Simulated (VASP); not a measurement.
# BP (F-43m) in VASP: a series of runs

BP is run at these levels: PBE+D3(BJ), PBEsol+D3(BJ), RPBE; tasks: single point.

Everything below comes from runs of VASP 6.6.1. Logs are shortened: lines on timing, memory, paths and dates and some standing lists are left out, and cuts for length are marked.

## Step 1: The cell of the first run

Symmetry: F-43m, No. 216, cubic system. The conventional cell has a = 4.445 Å, b = 4.445 Å, c = 4.445 Å, α = 90.00°, β = 90.00°, γ = 90.00°. P (site symmetry -43m) has 4 B at 1.92 Å within 2.6 Å. Within 2.6 Å of B (site symmetry -43m) lie 4 P at 1.92 Å.

## Step 2: Single point, PBE+D3(BJ)

INCAR

```
ALGO = Normal
EDIFF = 1E-7
ENCUT = 520
GGA = PE
ISIF = 2
ISMEAR = -1
IVDW = 12
LASPH = T
LCHARG = F
LREAL = F
LWAVE = F
NBANDS = 11
NELM = 80
PREC = Accurate
SIGMA = 0.05
```

KPOINTS

```
k-points
0
Gamma
  10 10 10
```

POSCAR

```
BP
1.0
    0.0000000000      2.2226808807      2.2226808807
    2.2226808807      0.0000000000      2.2226808807
    2.2226808807      2.2226808807      0.0000000000
P B
1 1
Direct
    0.7500000000      0.7500000000      0.7500000000
    0.0000000000      0.0000000000      0.0000000000
```

Potentials or basis: VASP PAW PBE potentials, release 64 (P, B).

Command:

```
$ cat potpaw_PBE.64/P/POTCAR potpaw_PBE.64/B/POTCAR > POTCAR
$ mpirun -np 1 vasp_std > vasp.out
```

OUTCAR:

```text
EDIFF = 1E-7
   ENCUT = 520
   GGA = PE
   ISIF = 2
   ISMEAR = -1
   IVDW = 12
   LASPH = T
   LREAL = F
   NELM = 80
   PREC = Accurate
 IVDW          = 12

 ion  position               nearest neighbor table
   1  0.750  0.750  0.750-   2 1.92   2 1.92   2 1.92   2 1.92
   2  0.000  0.000  0.000-   1 1.92   1 1.92   1 1.92   1 1.92

  LATTYP: Found a face centered cubic cell.
 ALAT       =     4.4453617614

  Lattice vectors:

 A1 = (   0.0000000000,   2.2226808807,   2.2226808807)
 A2 = (   2.2226808807,   0.0000000000,   2.2226808807)
 A3 = (   2.2226808807,   2.2226808807,   0.0000000000)

Analysis of symmetry for initial positions (statically):
=====================================================================
 Subroutine PRICEL returns:
 Original cell was already a primitive cell.

 Routine SETGRP: Setting up the symmetry group for a
 face centered cubic supercell.

 Subroutine GETGRP returns: Found 24 space group operations
 (whereof 24 operations were pure point group operations)
 out of a pool of 48 trial point group operations.

The static configuration has the point symmetry T_d .

Analysis of symmetry for dynamics (positions and initial velocities):
=====================================================================
 Subroutine PRICEL returns:
 Original cell was already a primitive cell.

 Routine SETGRP: Setting up the symmetry group for a
 face centered cubic supercell.

 Subroutine GETGRP returns: Found 24 space group operations
 (whereof 24 operations were pure point group operations)
 out of a pool of 48 trial point group operations.

The dynamic configuration has the point symmetry T_d .

 Subroutine INISYM returns: Found 24 space group operations
 (whereof 24 operations are pure point group operations),
 and found     1 'primitive' translations

----------------------------------------------------------------------------------------

                                     Primitive cell

  volume of cell :      21.9615

  direct lattice vectors                    reciprocal lattice vectors
     0.000000000  2.222680881  2.222680881    -0.224953570  0.224953570  0.224953570
     2.222680881  0.000000000  2.222680881     0.224953570 -0.224953570  0.224953570
     2.222680881  2.222680881  0.000000000     0.224953570  0.224953570 -0.224953570

  length of vectors
     3.143345446  3.143345446  3.143345446     0.389631013  0.389631013  0.389631013

  position of ions in fractional coordinates (direct lattice)
     0.750000000  0.750000000  0.750000000
     0.000000000  0.000000000  0.000000000

  ion indices of the primitive-cell ions
   primitive index   ion index
                 1           1
                 2           2

----------------------------------------------------------------------------------------

 KPOINTS: k-points

Automatic generation of k-mesh.
 Grid dimensions read from file:
 generate k-points for:   10   10   10

 Generating k-lattice:

  Cartesian coordinates                     Fractional coordinates (reciprocal lattice)
    -0.022495357  0.022495357  0.022495357     0.100000000  0.000000000  0.000000000
     0.022495357 -0.022495357  0.022495357     0.000000000  0.100000000  0.000000000
     0.022495357  0.022495357 -0.022495357     0.000000000  0.000000000  0.100000000

  Length of vectors
     0.038963101  0.038963101  0.038963101

  Shift w.r.t. Gamma in fractional coordinates (k-lattice)
     0.000000000  0.000000000  0.000000000

 Subroutine IBZKPT returns following result:
 ===========================================

 Found     47 irreducible k-points:

 Following reciprocal coordinates:
            Coordinates               Weight
  0.000000  0.000000  0.000000      1.000000
  0.100000  0.000000  0.000000      8.000000
  0.200000  0.000000  0.000000      8.000000
  0.300000  0.000000  0.000000      8.000000
  0.400000  0.000000  0.000000      8.000000
  0.500000  0.000000  0.000000      4.000000
[... 16 lines left out ...]
  0.300000  0.300000  0.000000      6.000000
  0.400000  0.300000  0.000000     24.000000
 [... further k-points ...]
   k-points           NKPTS =     47   k-points in BZ     NKDIM =     47   number of bands    NBANDS=     11
   number of dos      NEDOS =    301   number of ions     NIONS =      2
   total plane-waves  NPLWV =  13824
   dimension x,y,z NGX =    24 NGY =   24 NGZ =   24
   dimension x,y,z NGXF=    48 NGYF=   48 NGZF=   48
   ions per type =               1   1
   NGX,Y,Z   is equivalent  to a cutoff of  12.69, 12.69, 12.69 a.u.
   NGXF,Y,Z  is equivalent  to a cutoff of  25.39, 25.39, 25.39 a.u.
 SYSTEM =  unknown system
   PREC   = accura    normal or accurate (medium, high low for compatibility)
   ISTART =      0    job   : 0-new  1-cont  2-samecut
   ICHARG =      2    charge: 1-file 2-atom 10-const
   ISPIN  =      1    spin polarized calculation?
   LNONCOLLINEAR =      F non collinear calculations
   LSORBIT =      F    spin-orbit coupling
   LASPH  =      T    aspherical Exc in radial PAW
   ENCUT  =  520.0 eV  38.22 Ry    6.18 a.u.   5.84  5.84  5.84*2*pi/ulx,y,z
   NELM   =     80;   NELMIN=  2; NELMDL= -5     # of ELM steps
   EDIFF  = 0.1E-06   stopping-criterion for ELM
   LREAL  =      F    real-space projection
   EDIFFG = 0.1E-05   stopping-criterion for IOM
   NSW    =      0    number of steps for IOM
   IBRION =     -1    ionic relax: 0-MD 1-quasi-New 2-CG
   NFREE  =      0    steps in history (QN), initial steepest desc. (CG)
   ISIF   =      2    stress and relaxation
   ISYM   =      2    0-nonsym 1-usesym 2-fastsym
   POTIM  = 0.5000    time-step for ionic-motion
   TEBEG  =    0.0;   TEEND  =   0.0 temperature during run
   PSTRESS=    0.0 pullay stress
   NELECT =       8.0000    total number of electrons
   NUPDOWN=      -1.0000    fix difference up-down
   EMIN   =  10.00;   EMAX   =-10.00  energy-range for DOS
   EFERMI =   0.00;   METHOD = LEGACY
   ISMEAR =    -1;   SIGMA  =   0.05  broadening in eV -4-tet -1-fermi 0-gaus
   EFERMI_NEDOS =   21; number of points for ismear=-14 and -15
   IALGO  =     38    algorithm
   IMIX   =      4    mixing-type and parameters
     AMIX     =   0.40;   BMIX     =  1.00
     AMIX_MAG =   1.60;   BMIX_MAG =  1.00
  volume/ion in A,a.u.               =      10.98        74.10
  Fermi-wavevector in a.u.,A,eV,Ry     =   1.169188  2.209445 18.599175  1.367001
  Thomas-Fermi vector in A             =   2.305664
   LORBIT       =      0    0 simple, 1 ext, 2 COOP (PROOUT), +10 PAW based schemes
   GGA     = PE    functional components
   LHFCALC =     F    Hartree Fock is set to
   AEXX    =    0.0000 exact exchange contribution
   IVDW    =    12    specifies the selected vdW correction
   LEPSILON=     F    determine dielectric tensor
   LRPA    =     F    only Hartree local field effects (RPA)
 non-spin polarized calculation
  energy-cutoff  :      520.00
  volume of cell :       21.96
 maximum number of plane-waves:       609
   NGX = 11   NGY = 11   NGZ = 11

 number of electron       8.0000000 magnetization

 Free energy of the ion-electron system (eV)
  ---------------------------------------------------
  ext. energy  EPLUGINS =         0.00000000
  ---------------------------------------------------
  free energy    TOTEN  =       -12.87409462 eV

  energy without entropy =      -12.87409450  energy(sigma->0) =      -12.87409456

 E-fermi :   8.7357     XC(G=0): -11.1754

 val. band max:        8.1799111953   @ k =   0.0000   0.0000   0.0000
 cond. band min:       9.3332218243   @ k =   0.4000   0.4000   0.0000
 fundamental gap:      1.1533106290
 Fermi energy:         8.7357361140

 k-point     1 :       0.0000    0.0000    0.0000
  band No.  band energies     occupation
      1      -7.8428      2.00000
      2       8.1799      1.99997
      3       8.1799      1.99997
      4       8.1799      1.99997
      5      11.6799      0.00000
      6      11.6799      0.00000
      7      11.6799      0.00000
      8      16.5141      0.00000
      9      20.1291      0.00000
     10      20.4901      0.00000
     11      20.4901      0.00000

 k-point     2 :       0.1000    0.0000    0.0000
  band No.  band energies     occupation
      1      -7.6533      2.00000
      2       6.8327      2.00000
      3       7.8695      2.00000
      4       7.8695      2.00000
      5      12.1106      0.00000
      6      12.1106      0.00000
      7      12.1765      0.00000
      8      16.9675      0.00000
      9      19.7652      0.00000
     10      19.7652      0.00000
     11      20.7335      0.00000

 k-point     3 :       0.2000    0.0000    0.0000
  band No.  band energies     occupation
      1      -7.0912      2.00000
      2       4.3979      2.00000
      3       7.2850      2.00000
      4       7.2850      2.00000
      5      12.4811      0.00000
      6      12.8529      0.00000
      7      12.8529      0.00000
      8      17.9445      0.00000
      9      19.1405      0.00000
     10      19.1405      0.00000
     11      21.6222      0.00000

 k-point     4 :       0.3000    0.0000    0.0000
  band No.  band energies     occupation
      1      -6.1842      2.00000
      2       1.9304      2.00000
      3       6.7770      2.00000
      4       6.7770      2.00000
      5      12.4549      0.00000
      6      13.1477      0.00000
      7      13.1477      0.00000
      8      18.5812      0.00000
      9      19.7885      0.00000
     10      19.7885      0.00000
     11      21.9932      0.00000
[... 239 lines left out ...]
 k-point    22 :      -0.2000    0.2000    0.0000
  band No.  band energies     occupation
      1      -5.8770      2.00000
      2       2.7819      2.00000
      3       3.7658      2.00000
      4       6.8867      2.00000
      5      12.8038      0.00000
      6      13.6646      0.00000
      7      14.8438      0.00000
      8      16.9597      0.00000
      9      17.7336      0.00000
     10      22.2729      0.00000
     11      24.8323      0.00000

 k-point    23 :       0.3000    0.3000    0.0000
  band No.  band energies     occupation
      1      -5.6141      2.00000
      2       3.2879      2.00000
      3       4.7781      2.00000
      4       4.7781      2.00000
      5       9.6581      0.00000
      6      12.0548      0.00000
      7      17.4432      0.00000
      8      17.4432      0.00000
      9      22.0716      0.00000
     10      22.8506      0.00000
     11      25.5455      0.00000

 k-point    24 :       0.4000    0.3000    0.0000
  band No.  band energies     occupation
      1      -4.7382      2.00000
      2       1.8858      2.00000
      3       3.8989      2.00000
      4       4.4700      2.00000
      5       9.9425      0.00000
      6      11.7824      0.00000
      7      18.0655      0.00000
      8      18.1251      0.00000
      9      22.9210      0.00000
     10      23.8047      0.00000
     11      26.1603      0.00000

 [... further k-points ...]

------------------------ aborting loop because EDIFF is reached ----------------------------------------

 Edisp (eV)   -0.68821

 E8    (eV) :    -0.2512

  FORCE on cell =-STRESS in cart. coord.  units (eV):
  Direction    XX          YY          ZZ          XY          YZ          ZX
  --------------------------------------------------------------------------------------
  -------------------------------------------------------------------------------------
  Total       1.01136     1.01136     1.01136     0.00000     0.00000    -0.00000
  in kB      73.78243    73.78243    73.78243     0.00000     0.00000    -0.00000
  external pressure =       73.78 kB  Pullay stress =        0.00 kB

 VOLUME and BASIS-vectors are now :
 -----------------------------------------------------------------------------
  energy-cutoff  :      520.00
  volume of cell :       21.96
      direct lattice vectors                 reciprocal lattice vectors
     0.000000000  2.222680881  2.222680881    -0.224953570  0.224953570  0.224953570
     2.222680881  0.000000000  2.222680881     0.224953570 -0.224953570  0.224953570
     2.222680881  2.222680881  0.000000000     0.224953570  0.224953570 -0.224953570

 POSITION                                       TOTAL-FORCE (eV/Angst)
 -----------------------------------------------------------------------------------
      3.33402      3.33402      3.33402        -0.000000     -0.000000      0.000000
      0.00000      0.00000      0.00000         0.000000      0.000000     -0.000000
 -----------------------------------------------------------------------------------
    total drift:                               -0.000000     -0.000000     -0.000000

  FREE ENERGIE OF THE ION-ELECTRON SYSTEM (eV)
  ---------------------------------------------------
  free  energy   TOTEN  =       -13.5622998832 eV

  energy  without entropy=      -13.5622997665  energy(sigma->0) =      -13.56229982
```

Run time: 13 s. Hardware: 1 thread of AMD EPYC 7R43 (Zen 3), shared host; peak memory 0.11 GiB.

What came out:

```
Free energy                : -13.5623 eV
Pressure                   : 7.4 GPa
Band gap on the k mesh     : 1.15 eV (least direct gap 3.50 eV)
Dispersion energy per atom : -0.344 eV
```

Caveat: the cell stands under pressure.

## Step 3: Single point, PBE+D3(BJ)

This run uses another cell than the first one, of 11.21 Å³/atom.

INCAR

```
SYSTEM = BP
PREC = Accurate
ENCUT = 520
EDIFF = 1E-7
ISMEAR = -1
SIGMA = 0.05
LREAL = .False.
LASPH = .True.
NELM = 80
ALGO = Normal
ISIF = 2
LWAVE = .False.
LCHARG = .False.
GGA = PE
IVDW = 12
NBANDS = 11
```

KPOINTS

```
regular mesh
0
Gamma
  10 10 10
  0 0 0
```

POSCAR

```
BP
1.0
    0.0000000000      2.2383340787      2.2383340787
    2.2383340787      0.0000000000      2.2383340787
    2.2383340787      2.2383340787      0.0000000000
P B
1 1
Direct
    0.7500000000      0.7500000000      0.7500000000
    0.0000000000      0.0000000000      0.0000000000
```

Potentials or basis: VASP PAW PBE potentials, release 64 (P, B).

Command:

```
$ cat potpaw_PBE.64/P/POTCAR potpaw_PBE.64/B/POTCAR > POTCAR
$ mpirun -np 1 vasp_std > vasp.out
```

Run time: 13 s. Hardware: 1 thread of AMD EPYC 7R43 (Zen 3), shared host; peak memory 0.11 GiB.

Results (log left out):

```
Free energy                : -13.5781 eV
Pressure                   : 3.4 GPa
Band gap on the k mesh     : 1.18 eV (least direct gap 3.46 eV)
Dispersion energy per atom : -0.337 eV
```

Levels at points of the mesh, in eV from the valence-band top:
```tsv
k point	band 1	band 2	band 3	band 4	band 5	band 6	band 7	band 8	band 9
(0.00, 0.00, 0.00)	-15.83	0.00	0.00	0.00	3.46	3.46	3.46	8.00	11.80
(0.50, 0.00, 0.00)	-12.35	-9.33	-1.81	-1.81	4.03	4.74	4.74	10.27	14.89
(0.50, 0.50, 0.00)	-10.76	-8.80	-4.26	-4.26	1.25	1.62	12.51	12.51	15.73
```

Caveat: the cell stands under pressure.

(Part 1 of 2 ends here.)
